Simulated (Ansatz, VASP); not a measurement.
**One calculation of GaP, two programs**

INCAR

```
SYSTEM = GaP
  ALGO = Normal
  EDIFF = 1E-6
  ENCUT = 500
  GGA = PE
  GGA_COMPAT = .FALSE.
  ISIF = 2
  ISMEAR = 0
  LASPH = .TRUE.
  LCHARG = .FALSE.
  LREAL = .FALSE.
  LWAVE = .FALSE.
  NBANDS = 16
  NELM = 120
  PREC = Accurate
  SIGMA = 0.02
```

The input KPOINTS:

```
k-points
0
G
  8 8 8
  0 0 0
```

POSCAR

```
GaP
1.0
    0.0000000000      2.6967870777      2.6967870777
    2.6967870777      0.0000000000      2.6967870777
    2.6967870777      2.6967870777      0.0000000000
Ga P
1 1
Direct
    0.0000000000      0.0000000000      0.0000000000
    0.2500000000      0.2500000000      0.2500000000
```

Input for Ansatz:

```yaml
crystal:
  lattice:
    - [0.0, 2.6967870777, 2.6967870777]
    - [2.6967870777, 0.0, 2.6967870777]
    - [2.6967870777, 2.6967870777, 0.0]
  atoms:
    - { symbol: Ga, position: [0.0, 0.0, 0.0] }
    - { symbol: P, position: [0.25, 0.25, 0.25] }
basis:
  ecutwfc: 600.0
kpoints:
  mp_grid: { grid: [8, 8, 8] }
hamiltonian:
  xc: pbe
scf:
  occupations: { method: gaussian, width: 0.02 }
output:
  forces: true
  stress: true
  eigenvalues: true
  write_density: true
  write_potential: true
  elf: true
  volumetric_format: npy
```

Alike in both runs: task single point; functional PBE; k mesh 8 × 8 × 8; occupations gaussian, width 0.02 eV; no spin polarisation.

|  | VASP | Ansatz |
| --- | --- | --- |
| version | VASP 6.6.1 | Ansatz 0.2.0 |
| potentials or method | VASP PAW PBE potentials, release 64 (Ga_d, P), cutoff 500 eV | scalar-relativistic, plane waves, PAW |
| valence electrons in the cell | 18 | 18 |

|  | VASP | Ansatz | Ansatz less VASP |
| --- | --- | --- | --- |
| gap on the k mesh at the Fermi level (eV) | 1.59 | 1.59 | 0.000 |
| least direct gap on the mesh (eV) | 2.09 | 2.09 | +0.001 |
| pressure (GPa) | 5.4 | 5.5 | +0.11 |
